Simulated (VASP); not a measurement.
# SiGe (P4_122) in VASP: single point with LDA

Aim: the single point of SiGe with LDA.

Program: VASP 6.6.1. These are calculated values, not measurements. Logs are shortened: lines on timing, memory, paths and dates and some standing lists are left out, and cuts for length are marked.

## Step 1: The cell of the first run

Symmetry: P4_122, No. 91, tetragonal system. Conventional cell: a = 5.501 Å, b = 5.501 Å, c = 5.501 Å, α = 90.00°, β = 90.00°, γ = 90.00°. Within 3.1 Å of Si (site symmetry 2) lie 2 Si at 2.35 Å and 2 Ge at 2.38 Å. Ge (site symmetry 2) has 2 Si at 2.38 Å and 2 Ge at 2.42 Å within 3.1 Å.

## Step 2: Single point, LDA

The input, INCAR:

```
PREC = Accurate
ENCUT = 520
EDIFF = 1E-6
ISMEAR = 0
SIGMA = 0.02
LREAL = F
LASPH = T
NELM = 100
ALGO = Normal
ISIF = 2
LWAVE = F
LCHARG = F
GGA = CA
NBANDS = 46
```

The input, KPOINTS:

```
Automatic mesh
0
Gamma
  6 6 6
```

The input, POSCAR:

```
SiGe
1.0
    5.5013177205      0.0000000000      0.0000000000
    0.0000000000      5.5013177205      0.0000000000
    0.0000000000      0.0000000000      5.5013177205
Si Ge
4 4
Direct
    0.0000000000      0.0050076665      0.0000000000
    0.0000000000      0.4949923335      0.5000000000
    0.2449923335      0.2500000000      0.2500000000
    0.7550076665      0.2500000000      0.7500000000
    0.5000000000      0.0054606669      0.5000000000
    0.5000000000      0.4945393331      0.0000000000
    0.2445393331      0.7500000000      0.7500000000
    0.7554606669      0.7500000000      0.2500000000
```

Potentials or basis: VASP PAW LDA potentials, release 64 (Si, Ge_d).

Command:

```bash
$ cat potpaw_LDA.64/Si/POTCAR potpaw_LDA.64/Ge_d/POTCAR > POTCAR
$ mpirun -np 1 vasp_std > vasp.out
```

OUTCAR:

```text
PREC = Accurate
   ENCUT = 520
   EDIFF = 1E-6
   ISMEAR = 0
   LREAL = F
   LASPH = T
   NELM = 100
   ISIF = 2
   GGA = CA

 ion  position               nearest neighbor table
   1  0.000  0.005  0.000-   3 2.35   4 2.35   7 2.38   8 2.38
   2  0.000  0.495  0.500-   3 2.35   4 2.35   7 2.38   8 2.38
   3  0.245  0.250  0.250-   1 2.35   2 2.35   5 2.38   6 2.38
   4  0.755  0.250  0.750-   1 2.35   2 2.35   5 2.38   6 2.38
   5  0.500  0.005  0.500-   3 2.38   4 2.38   7 2.42   8 2.42
   6  0.500  0.495  0.000-   3 2.38   4 2.38   7 2.42   8 2.42
   7  0.245  0.750  0.750-   1 2.38   2 2.38   5 2.42   6 2.42
   8  0.755  0.750  0.250-   1 2.38   2 2.38   5 2.42   6 2.42

  LATTYP: Found a simple cubic cell.
 ALAT       =     5.5013177205

  Lattice vectors:

 A1 = (   5.5013177205,   0.0000000000,   0.0000000000)
 A2 = (   0.0000000000,   5.5013177205,   0.0000000000)
 A3 = (   0.0000000000,   0.0000000000,   5.5013177205)

Analysis of symmetry for initial positions (statically):
=====================================================================
 Subroutine PRICEL returns:
 Original cell was already a primitive cell.

 Routine SETGRP: Setting up the symmetry group for a
 simple cubic supercell.

 Subroutine GETGRP returns: Found  8 space group operations
 (whereof  2 operations were pure point group operations)
 out of a pool of 48 trial point group operations.

The static configuration has the point symmetry C_2 .
 The point group associated with its full space group is D_4 .

Analysis of symmetry for dynamics (positions and initial velocities):
=====================================================================
 Subroutine PRICEL returns:
 Original cell was already a primitive cell.

 Routine SETGRP: Setting up the symmetry group for a
 simple cubic supercell.

 Subroutine GETGRP returns: Found  8 space group operations
 (whereof  2 operations were pure point group operations)
 out of a pool of 48 trial point group operations.

The dynamic configuration has the point symmetry C_2 .
 The point group associated with its full space group is D_4 .

 Subroutine INISYM returns: Found  8 space group operations
 (whereof  2 operations are pure point group operations),
 and found     1 'primitive' translations

----------------------------------------------------------------------------------------

                                     Primitive cell

  volume of cell :     166.4946

  direct lattice vectors                    reciprocal lattice vectors
     5.501317721  0.000000000  0.000000000     0.181774631  0.000000000  0.000000000
     0.000000000  5.501317721  0.000000000     0.000000000  0.181774631  0.000000000
     0.000000000  0.000000000  5.501317721     0.000000000  0.000000000  0.181774631

  length of vectors
     5.501317721  5.501317721  5.501317721     0.181774631  0.181774631  0.181774631

  position of ions in fractional coordinates (direct lattice)
     0.000000000  0.005007666  0.000000000
     0.000000000  0.494992334  0.500000000
     0.244992334  0.250000000  0.250000000
     0.755007666  0.250000000  0.750000000
     0.500000000  0.005460667  0.500000000
     0.500000000  0.494539333  0.000000000
     0.244539333  0.750000000  0.750000000
     0.755460667  0.750000000  0.250000000

  ion indices of the primitive-cell ions
   primitive index   ion index
                 1           1
                 2           2
                 3           3
                 4           4
                 5           5
                 6           6
                 7           7
                 8           8

----------------------------------------------------------------------------------------

 KPOINTS: Automatic mesh

Automatic generation of k-mesh.
 Grid dimensions read from file:
 generate k-points for:    6    6    6

 Generating k-lattice:

  Cartesian coordinates                     Fractional coordinates (reciprocal lattice)
     0.030295772  0.000000000  0.000000000     0.166666667  0.000000000  0.000000000
     0.000000000  0.030295772  0.000000000     0.000000000  0.166666667  0.000000000
     0.000000000  0.000000000  0.030295772     0.000000000  0.000000000  0.166666667

  Length of vectors
     0.030295772  0.030295772  0.030295772

  Shift w.r.t. Gamma in fractional coordinates (k-lattice)
     0.000000000  0.000000000  0.000000000

 Subroutine IBZKPT returns following result:
 ===========================================

 Found     40 irreducible k-points:

 Following reciprocal coordinates:
            Coordinates               Weight
  0.000000  0.000000  0.000000      1.000000
  0.166667  0.000000  0.000000      4.000000
  0.000000  0.000000  0.166667      2.000000
  0.333333  0.000000  0.000000      4.000000
  0.000000  0.000000  0.333333      2.000000
  0.500000  0.000000  0.000000      2.000000
[... 16 lines left out ...]
  0.166667  0.166667  0.166667      8.000000
  0.333333  0.166667  0.166667     16.000000
 [... further k-points ...]
   k-points           NKPTS =     40   k-points in BZ     NKDIM =     40   number of bands    NBANDS=     46
   number of dos      NEDOS =    301   number of ions     NIONS =      8
   total plane-waves  NPLWV =  74088
   dimension x,y,z NGX =    42 NGY =   42 NGZ =   42
   dimension x,y,z NGXF=    84 NGYF=   84 NGZF=   84
   ions per type =               4   4
   NGX,Y,Z   is equivalent  to a cutoff of  12.69, 12.69, 12.69 a.u.
   NGXF,Y,Z  is equivalent  to a cutoff of  25.38, 25.38, 25.38 a.u.
 SYSTEM =  unknown system
   PREC   = accura    normal or accurate (medium, high low for compatibility)
   ISTART =      0    job   : 0-new  1-cont  2-samecut
   ICHARG =      2    charge: 1-file 2-atom 10-const
   ISPIN  =      1    spin polarized calculation?
   LNONCOLLINEAR =      F non collinear calculations
   LSORBIT =      F    spin-orbit coupling
   LASPH  =      T    aspherical Exc in radial PAW
   ENCUT  =  520.0 eV  38.22 Ry    6.18 a.u.  10.23 10.23 10.23*2*pi/ulx,y,z
   NELM   =    100;   NELMIN=  2; NELMDL= -5     # of ELM steps
   EDIFF  = 0.1E-05   stopping-criterion for ELM
   LREAL  =      F    real-space projection
   EDIFFG = 0.1E-04   stopping-criterion for IOM
   NSW    =      0    number of steps for IOM
   IBRION =     -1    ionic relax: 0-MD 1-quasi-New 2-CG
   NFREE  =      0    steps in history (QN), initial steepest desc. (CG)
   ISIF   =      2    stress and relaxation
   ISYM   =      2    0-nonsym 1-usesym 2-fastsym
   POTIM  = 0.5000    time-step for ionic-motion
   TEBEG  =    0.0;   TEEND  =   0.0 temperature during run
   PSTRESS=    0.0 pullay stress
   NELECT =      72.0000    total number of electrons
   NUPDOWN=      -1.0000    fix difference up-down
   EMIN   =  10.00;   EMAX   =-10.00  energy-range for DOS
   EFERMI =   0.00;   METHOD = LEGACY
   ISMEAR =     0;   SIGMA  =   0.02  broadening in eV -4-tet -1-fermi 0-gaus
   EFERMI_NEDOS =   21; number of points for ismear=-14 and -15
   IALGO  =     38    algorithm
   IMIX   =      4    mixing-type and parameters
     AMIX     =   0.40;   BMIX     =  1.00
     AMIX_MAG =   1.60;   BMIX_MAG =  1.00
  volume/ion in A,a.u.               =      20.81       140.45
  Fermi-wavevector in a.u.,A,eV,Ry     =   1.237995  2.339472 20.852723  1.532632
  Thomas-Fermi vector in A             =   2.372539
   LORBIT       =      0    0 simple, 1 ext, 2 COOP (PROOUT), +10 PAW based schemes
   GGA     = CA    functional components
   LHFCALC =     F    Hartree Fock is set to
   AEXX    =    0.0000 exact exchange contribution
   IVDW    =     0    specifies the selected vdW correction
   LEPSILON=     F    determine dielectric tensor
   LRPA    =     F    only Hartree local field effects (RPA)
 non-spin polarized calculation
 Gauss-broadening in eV      SIGMA  =   0.02
  energy-cutoff  :      520.00
  volume of cell :      166.49
 maximum number of plane-waves:      4508
 NGX is ok and might be reduce to    42
   NGX = 21   NGY = 21   NGZ = 21

 number of electron      72.0000012 magnetization

 Free energy of the ion-electron system (eV)
  ---------------------------------------------------
  ext. energy  EPLUGINS =         0.00000000
  ---------------------------------------------------
  free energy    TOTEN  =       -44.55463838 eV

  energy without entropy =      -44.55463838  energy(sigma->0) =      -44.55463838

 E-fermi :   5.5904     XC(G=0): -10.0776

 val. band max:        5.4740919213   @ k =   0.0000   0.0000   0.0000
 cond. band min:       5.8002797473   @ k =   0.0000   0.0000   0.0000
 fundamental gap:      0.3261878260
 Fermi energy:         5.5904485556

 k-point     1 :       0.0000    0.0000    0.0000
  band No.  band energies     occupation
      1     -19.2642      2.00000
      2     -19.2114      2.00000
      3     -19.2114      2.00000
      4     -19.2074      2.00000
      5     -19.1326      2.00000
      6     -19.1326      2.00000
[... 38 lines left out ...]
     45       8.0324      0.00000
     46       8.0324      0.00000

 k-point     2 :       0.1667    0.0000    0.0000
  band No.  band energies     occupation
      1     -19.2646      2.00000
      2     -19.2116      2.00000
      3     -19.2109      2.00000
      4     -19.2071      2.00000
      5     -19.1325      2.00000
      6     -19.1316      2.00000
[... 38 lines left out ...]
     45       8.5865      0.00000
     46       8.6558      0.00000

 k-point     3 :       0.0000    0.0000    0.1667
  band No.  band energies     occupation
      1     -19.2628      2.00000
      2     -19.2257      2.00000
      3     -19.2054      2.00000
      4     -19.1995      2.00000
      5     -19.1331      2.00000
      6     -19.1303      2.00000
[... 1018 lines left out ...]
     45       8.7677      0.00000
     46      10.1211      0.00000

 k-point    24 :       0.3333    0.1667    0.1667
  band No.  band energies     occupation
      1     -19.2641      2.00000
      2     -19.2246      2.00000
      3     -19.2044      2.00000
      4     -19.1997      2.00000
      5     -19.1316      2.00000
      6     -19.1310      2.00000
[... 38 lines left out ...]
     45       9.8623      0.00000
     46      10.5828      0.00000

 [... further k-points ...]
[... 5 lines left out ...]
  --------------------------------------------------------------------------------------
  -------------------------------------------------------------------------------------
  Total        0.0645114      0.0645114      0.1015768      0.0000000      0.0000000      0.0000000
  in kB        0.6207930      0.6207930      0.9774732      0.0000000      0.0000000      0.0000000
  external PRESSURE =       0.7396864 kB  Pullay stress =       0.0000000 kB

 VOLUME and BASIS-vectors are now :
 -----------------------------------------------------------------------------
  energy-cutoff  :      520.00
  volume of cell :      166.49
      direct lattice vectors                 reciprocal lattice vectors
     5.501317721  0.000000000  0.000000000     0.181774631  0.000000000  0.000000000
     0.000000000  5.501317721  0.000000000     0.000000000  0.181774631  0.000000000
     0.000000000  0.000000000  5.501317721     0.000000000  0.000000000  0.181774631

 POSITION                                       TOTAL-FORCE (eV/Angst)
 -----------------------------------------------------------------------------------
      0.00000      0.02755      0.00000         0.000000      0.006084      0.000000
      0.00000      2.72311      2.75066         0.000000     -0.006084      0.000000
      1.34778      1.37533      1.37533        -0.006084     -0.000000     -0.000000
      4.15354      1.37533      4.12599         0.006084     -0.000000      0.000000
      2.75066      0.03004      2.75066         0.000000      0.007831      0.000000
      2.75066      2.72062      0.00000         0.000000     -0.007831      0.000000
      1.34529      4.12599      4.12599        -0.007831     -0.000000     -0.000000
      4.15603      4.12599      1.37533         0.007831     -0.000000      0.000000
 -----------------------------------------------------------------------------------
    total drift:                                0.000000     -0.000000      0.000000

  FREE ENERGIE OF THE ION-ELECTRON SYSTEM (eV)
  ---------------------------------------------------
  free  energy   TOTEN  =       -44.5546383757 eV

  energy  without entropy=      -44.5546383757  energy(sigma->0) =      -44.55463838
```

Run time: 2.6 min. Hardware: 1 thread of Intel Xeon Platinum 8488C (Sapphire Rapids), shared host; peak memory 0.35 GiB.

What came out:

```
Free energy            : -44.5546 eV
Pressure               : 0.1 GPa
Largest force          : 0.008 eV/Å
Band gap on the k mesh : 0.33 eV, direct
```

Forces on the atoms (eV/Å):
```
Si   0.000  0.006  0.000
Si   0.000 -0.006  0.000
Si  -0.006  0.000  0.000
Si   0.006  0.000  0.000
Ge   0.000  0.008  0.000
Ge   0.000 -0.008  0.000
Ge  -0.008  0.000  0.000
Ge   0.008  0.000  0.000
```

A k mesh can miss the band edges.
